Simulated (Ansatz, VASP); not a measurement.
## One calculation of ZnAu, two programs

```xyz
2
Lattice="3.2518 0.0000 0.0000 0.0000 3.2518 0.0000 0.0000 0.0000 3.2518" Properties=species:S:1:pos:R:3 pbc="T T T"
Zn    1.6259    1.6259    1.6259
Au    0.0000    0.0000    0.0000
```

Alike in both runs: task single point; functional PBE; k mesh 10 × 10 × 10; occupations gaussian, width 0.05 eV; non-collinear spin, spin-orbit coupling.

```csv
,VASP,Ansatz
version,VASP 6.6.1,Ansatz 0.2.0
potentials or method,"VASP PAW PBE potentials, release 64 (Zn, Au), cutoff 520 eV","plane waves, PAW"
valence electrons in the cell,23,31
```

|  | VASP | Ansatz | Ansatz less VASP |
| --- | --- | --- | --- |
| pressure (GPa) | -6.5 | -6.8 | -0.29 |
| net moment per atom (μB) | 0.00 | 0.00 | 0.000 |

With one functional, cell and mesh, what is left measures potentials, basis and numerics. VASP's potentials hold 23 valence electrons a cell and Ansatz's 31, so a difference there can come from the potentials and not from the codes.
